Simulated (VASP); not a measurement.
Write the native input for VASP 6.6.1 that does the following.

```yaml
Task: single point
Functional: LDA
Potentials_or_basis: VASP PAW LDA potentials, release 64 (Y_sv)
Cutoff: 520 eV
k_mesh: 14 × 14 × 14
Occupations: fermi-dirac, width 0.05 eV
Spin: no spin polarisation
Dipole_correction: no
Further_INCAR_settings: ALGO = Normal; EDIFF = 1e-06; NBANDS = 12
```

The structure of Y lies in POSCAR:

```
Y
1.0
   -1.7362215779      1.7362215779      1.7362215779
    1.7362215779     -1.7362215779      1.7362215779
    1.7362215779      1.7362215779     -1.7362215779
Y
1
Direct
    0.0000000000      0.0000000000      0.0000000000
```

This isn't the form of Y at room conditions, which is hcp.

The input as run:

INCAR

```
SYSTEM = Y
ALGO = Normal
EDIFF = 1E-6
ENCUT = 520
GGA = CA
ISIF = 2
ISMEAR = -1
LASPH = .TRUE.
LCHARG = .TRUE.
LELF = .TRUE.
LREAL = .FALSE.
LVHAR = .TRUE.
LWAVE = .FALSE.
NBANDS = 12
NELM = 100
PREC = Accurate
SIGMA = 0.05
```

KPOINTS

```
k-points
0
G
  14 14 14
  0 0 0
```

Potentials or basis: VASP PAW LDA potentials, release 64 (Y_sv).

The run is started by

```bash
$ cat potpaw_LDA.64/Y_sv/POTCAR > POTCAR
$ mpirun -np 1 vasp_std > vasp.out
```

Results of the run:

```
Pressure               : 25.9 GPa
Band gap on the k mesh : zero (an odd number of electrons rules out a gap without spin polarisation)
```

Caveat: the cell stands under pressure.

Run time: 28 s on 1 thread of Intel Xeon 8259CL, on a shared host, peak memory 0.16 GiB.
